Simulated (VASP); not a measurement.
# BaRhO3 (Pm-3m) in VASP: notebook, part 2 of 2

VASP 6.6.1.

## 4. Single point, LDA

This run uses another cell than the first one, of 13.87 Å³/atom, 1.063 times its volume.

Contents of INCAR:

```
SYSTEM = BaRhO3
ALGO     = Normal         ! electronic algorithm
EDIFF    = 1E-6           ! SCF threshold, eV
ENCUT    = 520            ! plane-wave cutoff, eV
ISIF     = 2              ! what is computed and relaxed
ISMEAR   = 0              ! smearing method
LASPH    = .True.         ! aspherical terms in the spheres
LCHARG   = .True.         ! write CHGCAR
LELF     = .True.         ! ELF
LREAL    = .False.        ! projectors in reciprocal space
LVHAR    = .True.       
LWAVE    = .False.        ! write WAVECAR
NBANDS   = 30             ! bands
NELM     = 80             ! most SCF steps
PREC     = Accurate       ! precision mode
SIGMA    = 0.1            ! smearing width, eV
```

Contents of KPOINTS:

```
k-points
0
Gamma
  6 6 6
  0 0 0
```

Contents of POSCAR:

```
BaRhO3
1.0
    4.1080579405      0.0000000000      0.0000000000
    0.0000000000      4.1080579405      0.0000000000
    0.0000000000      0.0000000000      4.1080579405
Ba Rh O
1 1 3
Direct
    0.0000000000      0.0000000000      0.0000000000
    0.5000000000      0.5000000000      0.5000000000
    0.5000000000      0.0000000000      0.5000000000
    0.0000000000      0.5000000000      0.5000000000
    0.5000000000      0.5000000000      0.0000000000
```

Potentials or basis: VASP PAW LDA potentials, release 64 (Ba_sv, Rh_pv, O).

Started as:

```console
$ cat potpaw_LDA.64/Ba_sv/POTCAR potpaw_LDA.64/Rh_pv/POTCAR potpaw_LDA.64/O/POTCAR > POTCAR
$ mpirun -np 1 vasp_std > vasp.out
```

OUTCAR:

```text
SYSTEM = BaRhO3
   EDIFF = 1E-6
   ENCUT = 520
   ISIF = 2
   ISMEAR = 0
   LASPH = .True.
   LREAL = .False.
   NELM = 80
   PREC = Accurate

 ion  position               nearest neighbor table
   1  0.000  0.000  0.000-   3 2.90   4 2.90   5 2.90   3 2.90   4 2.90   4 2.90   5 2.90   4 2.90
                             3 2.90   5 2.90   3 2.90   5 2.90   2 3.56   2 3.56   2 3.56   2 3.56
   2  0.500  0.500  0.500-   3 2.05   4 2.05   5 2.05   5 2.05   3 2.05   4 2.05   1 3.56   1 3.56
                             1 3.56   1 3.56   1 3.56   1 3.56   1 3.56   1 3.56
   3  0.500  0.000  0.500-   2 2.05   2 2.05   1 2.90   1 2.90   1 2.90   1 2.90
   4  0.000  0.500  0.500-   2 2.05   2 2.05   1 2.90   1 2.90   1 2.90   1 2.90
   5  0.500  0.500  0.000-   2 2.05   2 2.05   1 2.90   1 2.90   1 2.90   1 2.90

  LATTYP: Found a simple cubic cell.
 ALAT       =     4.1080579405

  Lattice vectors:

 A1 = (   4.1080579405,   0.0000000000,   0.0000000000)
 A2 = (   0.0000000000,   4.1080579405,   0.0000000000)
 A3 = (   0.0000000000,   0.0000000000,   4.1080579405)

Analysis of symmetry for initial positions (statically):
=====================================================================
 Subroutine PRICEL returns:
 Original cell was already a primitive cell.

 Routine SETGRP: Setting up the symmetry group for a
 simple cubic supercell.

 Subroutine GETGRP returns: Found 48 space group operations
 (whereof 48 operations were pure point group operations)
 out of a pool of 48 trial point group operations.

The static configuration has the point symmetry O_h .

Analysis of symmetry for dynamics (positions and initial velocities):
=====================================================================
 Subroutine PRICEL returns:
 Original cell was already a primitive cell.

 Routine SETGRP: Setting up the symmetry group for a
 simple cubic supercell.

 Subroutine GETGRP returns: Found 48 space group operations
 (whereof 48 operations were pure point group operations)
 out of a pool of 48 trial point group operations.

The dynamic configuration has the point symmetry O_h .

 Subroutine INISYM returns: Found 48 space group operations
 (whereof 48 operations are pure point group operations),
 and found     1 'primitive' translations

----------------------------------------------------------------------------------------

                                     Primitive cell

  volume of cell :      69.3282

  direct lattice vectors                    reciprocal lattice vectors
     4.108057941  0.000000000  0.000000000     0.243424025  0.000000000  0.000000000
     0.000000000  4.108057941  0.000000000     0.000000000  0.243424025  0.000000000
     0.000000000  0.000000000  4.108057941     0.000000000  0.000000000  0.243424025

  length of vectors
     4.108057941  4.108057941  4.108057941     0.243424025  0.243424025  0.243424025

  position of ions in fractional coordinates (direct lattice)
     0.000000000  0.000000000  0.000000000
     0.500000000  0.500000000  0.500000000
     0.500000000  0.000000000  0.500000000
     0.000000000  0.500000000  0.500000000
     0.500000000  0.500000000  0.000000000

  ion indices of the primitive-cell ions
   primitive index   ion index
[... 29 lines left out ...]

 Found     20 irreducible k-points:

 Following reciprocal coordinates:
            Coordinates               Weight
  0.000000  0.000000  0.000000      1.000000
  0.166667  0.000000  0.000000      6.000000
  0.333333  0.000000  0.000000      6.000000
  0.500000  0.000000  0.000000      3.000000
  0.166667  0.166667  0.000000     12.000000
  0.333333  0.166667  0.000000     24.000000
[... 12 lines left out ...]
  0.500000  0.500000  0.333333      6.000000
  0.500000  0.500000  0.500000      1.000000
   k-points           NKPTS =     20   k-points in BZ     NKDIM =     20   number of bands    NBANDS=     30
   number of dos      NEDOS =    301   number of ions     NIONS =      5
   total plane-waves  NPLWV =  32768
   dimension x,y,z NGX =    32 NGY =   32 NGZ =   32
   dimension x,y,z NGXF=    64 NGYF=   64 NGZF=   64
   ions per type =               1   1   3
   NGX,Y,Z   is equivalent  to a cutoff of  12.95, 12.95, 12.95 a.u.
   NGXF,Y,Z  is equivalent  to a cutoff of  25.90, 25.90, 25.90 a.u.
 SYSTEM =  BaRhO3
   PREC   = accura    normal or accurate (medium, high low for compatibility)
   ISTART =      0    job   : 0-new  1-cont  2-samecut
   ICHARG =      2    charge: 1-file 2-atom 10-const
   ISPIN  =      1    spin polarized calculation?
   LNONCOLLINEAR =      F non collinear calculations
   LSORBIT =      F    spin-orbit coupling
   LASPH  =      T    aspherical Exc in radial PAW
   ENCUT  =  520.0 eV  38.22 Ry    6.18 a.u.   7.64  7.64  7.64*2*pi/ulx,y,z
   NELM   =     80;   NELMIN=  2; NELMDL= -5     # of ELM steps
   EDIFF  = 0.1E-05   stopping-criterion for ELM
   LREAL  =      F    real-space projection
   EDIFFG = 0.1E-04   stopping-criterion for IOM
   NSW    =      0    number of steps for IOM
   IBRION =     -1    ionic relax: 0-MD 1-quasi-New 2-CG
   NFREE  =      0    steps in history (QN), initial steepest desc. (CG)
   ISIF   =      2    stress and relaxation
   ISYM   =      2    0-nonsym 1-usesym 2-fastsym
   POTIM  = 0.5000    time-step for ionic-motion
   TEBEG  =    0.0;   TEEND  =   0.0 temperature during run
   PSTRESS=    0.0 pullay stress
   NELECT =      43.0000    total number of electrons
   NUPDOWN=      -1.0000    fix difference up-down
   EMIN   =  10.00;   EMAX   =-10.00  energy-range for DOS
   EFERMI =   0.00;   METHOD = LEGACY
   ISMEAR =     0;   SIGMA  =   0.10  broadening in eV -4-tet -1-fermi 0-gaus
   EFERMI_NEDOS =   21; number of points for ismear=-14 and -15
   IALGO  =     38    algorithm
   IMIX   =      4    mixing-type and parameters
     AMIX     =   0.40;   BMIX     =  1.00
     AMIX_MAG =   1.60;   BMIX_MAG =  1.00
  volume/ion in A,a.u.               =      13.87        93.57
  Fermi-wavevector in a.u.,A,eV,Ry     =   1.396136  2.638315 26.520422  1.949196
  Thomas-Fermi vector in A             =   2.519520
   LORBIT       =      0    0 simple, 1 ext, 2 COOP (PROOUT), +10 PAW based schemes
   GGA     = CA    functional components
   LHFCALC =     F    Hartree Fock is set to
   AEXX    =    0.0000 exact exchange contribution
   IVDW    =     0    specifies the selected vdW correction
   LEPSILON=     F    determine dielectric tensor
   LRPA    =     F    only Hartree local field effects (RPA)
 non-spin polarized calculation
 Gauss-broadening in eV      SIGMA  =   0.10
  energy-cutoff  :      520.00
  volume of cell :       69.33
 maximum number of plane-waves:      1890
 NGX is ok and might be reduce to    32
   NGX = 15   NGY = 15   NGZ = 15

 number of electron      43.0000030 magnetization

 Free energy of the ion-electron system (eV)
  ---------------------------------------------------
  ext. energy  EPLUGINS =         0.00000000
  ---------------------------------------------------
  free energy    TOTEN  =       -36.01478425 eV

  energy without entropy =      -35.97380604  energy(sigma->0) =      -35.99429514

 E-fermi :   4.0063     XC(G=0): -11.6280

 val. band max:        3.9939473280   @ k =   0.5000   0.1667   0.0000
 cond. band min:       4.0088342328   @ k =   0.5000   0.3333   0.1667
 fundamental gap:      0.0148869048
 Fermi energy:         4.0062875707

 k-point     1 :       0.0000    0.0000    0.0000
  band No.  band energies     occupation
      1     -43.1744      2.00000
      2     -43.1744      2.00000
      3     -43.1744      2.00000
      4     -21.6470      2.00000
      5     -13.6695      2.00000
      6     -12.9737      2.00000
[... 649 lines left out ...]
     29      12.9840      0.00000
     30      14.6569      0.00000

------------------------ aborting loop because EDIFF is reached ----------------------------------------

  FORCE on cell =-STRESS in cart. coord.  units (eV):
  Direction    XX          YY          ZZ          XY          YZ          ZX
  --------------------------------------------------------------------------------------
  -------------------------------------------------------------------------------------
  Total       -6.5122750     -6.5122750     -6.5122750     -0.0000000     -0.0000000      0.0000000
  in kB     -150.4990065   -150.4990065   -150.4990065     -0.0000000     -0.0000000      0.0000000
  external PRESSURE =    -150.4990065 kB  Pullay stress =       0.0000000 kB

 VOLUME and BASIS-vectors are now :
 -----------------------------------------------------------------------------
  energy-cutoff  :      520.00
  volume of cell :       69.33
      direct lattice vectors                 reciprocal lattice vectors
     4.108057941  0.000000000  0.000000000     0.243424025  0.000000000  0.000000000
     0.000000000  4.108057941  0.000000000     0.000000000  0.243424025  0.000000000
     0.000000000  0.000000000  4.108057941     0.000000000  0.000000000  0.243424025

 POSITION                                       TOTAL-FORCE (eV/Angst)
 -----------------------------------------------------------------------------------
      0.00000      0.00000      0.00000         0.000000      0.000000      0.000000
      2.05403      2.05403      2.05403         0.000000      0.000000      0.000000
      2.05403      0.00000      2.05403         0.000000      0.000000      0.000000
      0.00000      2.05403      2.05403         0.000000      0.000000      0.000000
      2.05403      2.05403      0.00000         0.000000      0.000000      0.000000
 -----------------------------------------------------------------------------------
    total drift:                                0.000000     -0.000000     -0.000000

  FREE ENERGIE OF THE ION-ELECTRON SYSTEM (eV)
  ---------------------------------------------------
  free  energy   TOTEN  =       -36.0147842500 eV

  energy  without entropy=      -35.9738060367  energy(sigma->0) =      -35.99429514
```

Run time: 39 s. Hardware: 1 thread of Intel Xeon 8259CL, shared host; peak memory 0.18 GiB.

What came out:

```yaml
Free_energy: -36.0148 eV
Pressure: -15.0 GPa
```

Caveat: spin-orbit coupling is left out, which moves the levels of the heavy elements; an odd number of electrons without spin polarisation forces a metal; a magnetic or distorted state may lie lower.

## 5. Single point, LDA

This run uses another cell than the first one, of 14.28 Å³/atom, 1.095 times its volume.

Contents of INCAR:

```
PREC = Accurate
ENCUT = 520
EDIFF = 1E-6
ISMEAR = 0
SIGMA = 0.1
LREAL = False
LASPH = True
NELM = 80
ALGO = Normal
ISIF = 2
LWAVE = False
LCHARG = True
GGA = CA
LELF = True
LVHAR = True
NBANDS = 30
```

Contents of KPOINTS:

```
Automatic mesh
0
Gamma
  6 6 6
```

Changes to POSCAR since step 4:

```diff
@@ -2,5 +2,5 @@
 1.0
-    4.1080579405      0.0000000000      0.0000000000
-    0.0000000000      4.1080579405      0.0000000000
-    0.0000000000      0.0000000000      4.1080579405
+    4.1483355868      0.0000000000      0.0000000000
+    0.0000000000      4.1483355868      0.0000000000
+    0.0000000000      0.0000000000      4.1483355868
 Ba Rh O
```

Started as:

```console
$ cat potpaw_LDA.64/Ba_sv/POTCAR potpaw_LDA.64/Rh_pv/POTCAR potpaw_LDA.64/O/POTCAR > POTCAR
$ mpirun -np 1 vasp_std > vasp.out
```

Wall time 43 s (1 thread of Intel Xeon 8259CL, shared host); peak memory 0.18 GiB.

It converged, with:

| Property | Result |
| --- | --- |
| Free energy | -35.8043 eV |
| Pressure | -17.9 GPa |

Levels at points of the mesh, in eV from the Fermi level:
| k point | band 20 | band 21 | band 22 | band 23 | band 24 | band 25 |
| --- | --- | --- | --- | --- | --- | --- |
| (0.00, 0.00, 0.00) | -1.31 | -1.31 | -1.31 | -0.85 | -0.85 | 4.07 |
| (0.50, 0.00, 0.00) | -1.84 | -0.84 | 0.07 | 0.07 | 1.84 | 5.80 |
| (0.50, 0.50, 0.00) | -0.09 | -0.09 | 0.09 | 0.36 | 4.13 | 6.37 |
| (0.50, 0.50, 0.50) | 0.52 | 0.52 | 0.52 | 4.13 | 4.13 | 5.38 |

Caveat: spin-orbit coupling is left out, which moves the levels of the heavy elements; an odd number of electrons without spin polarisation forces a metal; a magnetic or distorted state may lie lower.

## 6. Single point, LDA

This run uses another cell than the first one, of 14.69 Å³/atom, 1.126 times its volume.

Contents of INCAR:

```
  ALGO = Normal
  EDIFF = 1E-7
  ENCUT = 520
  ISIF = 2
  ISMEAR = 0
  LASPH = T
  LCHARG = F
  LREAL = F
  LWAVE = F
  NBANDS = 30
  NELM = 80
  PREC = Accurate
  SIGMA = 0.1
```

Contents of KPOINTS:

```
k-points
0
Gamma
  6 6 6
```

Changes to POSCAR since step 5:

```diff
@@ -2,5 +2,5 @@
 1.0
-    4.1483355868      0.0000000000      0.0000000000
-    0.0000000000      4.1483355868      0.0000000000
-    0.0000000000      0.0000000000      4.1483355868
+    4.1878459227      0.0000000000      0.0000000000
+    0.0000000000      4.1878459227      0.0000000000
+    0.0000000000      0.0000000000      4.1878459227
 Ba Rh O
```

Potentials or basis: VASP PAW LDA potentials, release 64 (Ba_sv, Rh_pv, O).

Started as:

```console
$ cat potpaw_LDA.64/Ba_sv/POTCAR potpaw_LDA.64/Rh_pv/POTCAR potpaw_LDA.64/O/POTCAR > POTCAR
$ mpirun -np 1 vasp_std > vasp.out
```

Wall time 45 s (1 thread of Intel Xeon 8259CL, shared host); peak memory 0.18 GiB.

It converged, with:

```yaml
Free_energy: -35.5604 eV
Pressure: -20.3 GPa
```

Levels at points of the mesh, in eV from the Fermi level:
| k point | band 18 | band 19 | band 20 | band 21 | band 22 | band 23 | band 24 | band 25 |
| --- | --- | --- | --- | --- | --- | --- | --- | --- |
| (0.00, 0.00, 0.00) | -1.77 | -1.77 | -1.24 | -1.24 | -1.24 | -0.86 | -0.86 | 4.11 |
| (0.50, 0.00, 0.00) | -2.30 | -1.74 | -1.74 | -0.86 | 0.07 | 0.07 | 1.73 | 5.76 |
| (0.50, 0.50, 0.00) | -1.77 | -0.94 | -0.08 | -0.08 | 0.09 | 0.29 | 3.97 | 6.29 |
| (0.50, 0.50, 0.50) | -0.87 | -0.87 | 0.49 | 0.49 | 0.49 | 3.97 | 3.97 | 5.34 |

Caveat: spin-orbit coupling is left out, which moves the levels of the heavy elements; an odd number of electrons without spin polarisation forces a metal; a magnetic or distorted state may lie lower.

## 7. Summary

```tsv
cell	gap on the mesh (eV)	pressure (GPa)
a = 4.025 Å, 5 atoms	none	-7.7
a = 4.067 Å, 5 atoms	none	-11.7
a = 4.108 Å, 5 atoms	none	-15.0
a = 4.148 Å, 5 atoms	none	-17.9
a = 4.188 Å, 5 atoms	none	-20.3
```

Alike in all rows: task single point; level LDA; potentials or basis VASP PAW LDA potentials, release 64 (Ba_sv, Rh_pv, O); no spin polarisation; k mesh 6 × 6 × 6; cutoff (eV) 520; smearing gaussian 0.1 eV.

Caveats: spin-orbit coupling is left out, which moves the levels of the heavy elements; an odd number of electrons without spin polarisation forces a metal; a magnetic or distorted state may lie lower.

Absolute energies hang on the potentials; compare differences alone.
